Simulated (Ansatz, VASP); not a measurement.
**Two plane-wave programs on Ga2O3**

Contents of INCAR:

```
SYSTEM = Ga2O3
PREC = Accurate ; ENCUT = 520
EDIFF = 1E-6 ; ISMEAR = -1
SIGMA = 0.05 ; LREAL = .FALSE.
LASPH = .TRUE. ; NELM = 80
ALGO = Normal ; ISIF = 2
LWAVE = .FALSE. ; LCHARG = .FALSE.
GGA = PE ; IVDW = 13
NBANDS = 55
```

KPOINTS

```
regular mesh
0
G
  9 9 5
  0 0 0
```

File POSCAR:

```
Ga2O3
1.0
    6.1873644791     -1.5385332127      0.0000000000
    6.1873644791      1.5385332127      0.0000000000
   -1.4042276835      0.0000000000      5.7040962965
Ga O
4 6
Direct
    0.3413400000      0.3413400000      0.6859800000
    0.6586600000      0.6586600000      0.3140200000
    0.9095000000      0.9095000000      0.2054000000
    0.0905000000      0.0905000000      0.7946000000
    0.5041000000      0.5041000000      0.7434000000
    0.4959000000      0.4959000000      0.2566000000
    0.8267000000      0.8267000000      0.4368000000
    0.1733000000      0.1733000000      0.5632000000
    0.8355000000      0.8355000000      0.8902000000
    0.1645000000      0.1645000000      0.1098000000
```

Contents of input.yaml:

```yaml
crystal:
  lattice:
    - [6.1873644791, -1.5385332127, 0.0]
    - [6.1873644791, 1.5385332127, 0.0]
    - [-1.4042276835, 0.0, 5.7040962965]
  atoms:
    - { symbol: Ga, position: [0.34134, 0.34134, 0.68598] }
    - { symbol: Ga, position: [0.65866, 0.65866, 0.31402] }
    - { symbol: Ga, position: [0.9095, 0.9095, 0.2054] }
    - { symbol: Ga, position: [0.0905, 0.0905, 0.7946] }
    - { symbol: O, position: [0.5041, 0.5041, 0.7434] }
    - { symbol: O, position: [0.4959, 0.4959, 0.2566] }
    - { symbol: O, position: [0.8267, 0.8267, 0.4368] }
    - { symbol: O, position: [0.1733, 0.1733, 0.5632] }
    - { symbol: O, position: [0.8355, 0.8355, 0.8902] }
    - { symbol: O, position: [0.1645, 0.1645, 0.1098] }
hamiltonian:
  xc: pbe
  pseudopotentials: { kind: paw }
  dispersion: d4
kpoints:
  mp_grid: { grid: [9, 9, 5] }
scf:
  occupations: { method: fermi_dirac, width: 0.05 }
output:
  forces: true
  stress: true
  eigenvalues: true
```

Alike in both runs: task single point; functional PBE; dispersion D4; k mesh 9 × 9 × 5; occupations fermi-dirac, width 0.05 eV; no spin polarisation.

|  | VASP | Ansatz |
| --- | --- | --- |
| version | VASP 6.6.1 | Ansatz 0.2.0 |
| potentials or method | VASP PAW PBE potentials, release 64 (Ga_d, O) | Ansatz PAW |
| plane-wave cutoff (eV) | 520 | 420 |
| valence electrons in the cell | 88 | 88 |

VASP gave:

* gap on the k mesh at the Fermi level (eV): 2.07
* least direct gap on the mesh (eV): 2.09
* pressure (GPa): -2.3
* traceless stress, the component that is largest in VASP (GPa): -0.36
* rms of the force components (eV/Å): 0.037

Q: What did Ansatz give for the same quantities?

A: gap on the k mesh at the Fermi level (eV): 2.08; least direct gap on the mesh (eV): 2.11; pressure (GPa): -2.9; traceless stress, the component that is largest in VASP (GPa): -0.32; rms of the force components (eV/Å): 0.033.

Atom by atom the forces differ by 0.008 eV/Å (rms over components).

Noted on Ansatz's run: odd divisions of the mesh miss points on the zone boundary, where band edges often lie, so the gap on the mesh can be too wide.
